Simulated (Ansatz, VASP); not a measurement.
# One calculation of CdHg2Te3, two programs

```
Cd Hg Te
1.0
     3.93816   -2.27370    0.00000
     3.93816    2.27370    0.00000
     0.00000    0.00000   10.15014
Cd Hg Te
1 2 3
Direct
  0.31168 0.68832 0.50000
  0.68832 0.00000 0.83333
  0.00000 0.31168 0.16667
  0.51372 0.00000 0.33333
  0.48628 0.51372 0.00000
  0.00000 0.48628 0.66667
```

Alike in both runs: task relaxation of cell and atoms; functional PBE; k mesh 6 × 6 × 2; occupations gaussian, width 0.1 eV; no spin polarisation.

|  | VASP | Ansatz |
| --- | --- | --- |
| version | VASP 6.6.1 | Ansatz 0.2.0 |
| potentials or method | VASP PAW PBE potentials, release 64 (Cd, Hg, Te), cutoff 600 eV | scalar-relativistic, plane waves, PAW |
| valence electrons in the cell | 54 | 108 |

```csv
,VASP,Ansatz,Ansatz less VASP
"gap on the k mesh at the Fermi level, each at its own relaxed structure (eV)",0.72,0.78,+0.061
relaxed volume (Å³/atom),34.01,34.11,+0.092
relaxed length of the cell vector where the two differ most in proportion (Å),10.564,10.548,-0.0156
```

VASP's potentials hold 54 valence electrons a cell and Ansatz's 108, so a difference there can come from the potentials and not from the codes.

Spin-orbit coupling is off throughout.
